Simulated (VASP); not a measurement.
**Na: single point with PBE**

Crystal: Na.

```
CELL_PARAMETERS angstrom
0.00000 2.64493 2.64493
2.64493 0.00000 2.64493
2.64493 2.64493 0.00000
ATOMIC_POSITIONS crystal
Na 0.00000 0.00000 0.00000
```

- Program: VASP 6.6.1
- Task: single point
- Functional: PBE
- Potentials or basis: VASP PAW PBE potentials, release 64 (Na_pv)
- Cutoff: 520 eV
- k mesh: 14 × 14 × 14
- Occupations: gaussian, width 0.05 eV
- Spin: no spin polarisation
- Dipole correction: no
- Further INCAR settings: ALGO = Normal; EDIFF = 1e-06; NBANDS = 10

The pressure is 0.0 GPa.

Levels at points of the mesh, in eV from the Fermi level:
```
           k point  band 2  band 3  band 4  band 5  band 6  band 7
(0.00, 0.00, 0.00)  -24.88  -24.88   -3.27   11.12   11.12   11.12
(0.50, 0.00, 0.00)  -24.89  -24.89    0.57    0.98   10.15   10.15
(0.50, 0.50, 0.00)  -24.90  -24.90    1.79    2.33    6.29    7.16
```

Run time: 33 s on 1 thread of Intel Xeon 6975P-C, on a shared host, peak memory 0.16 GiB.
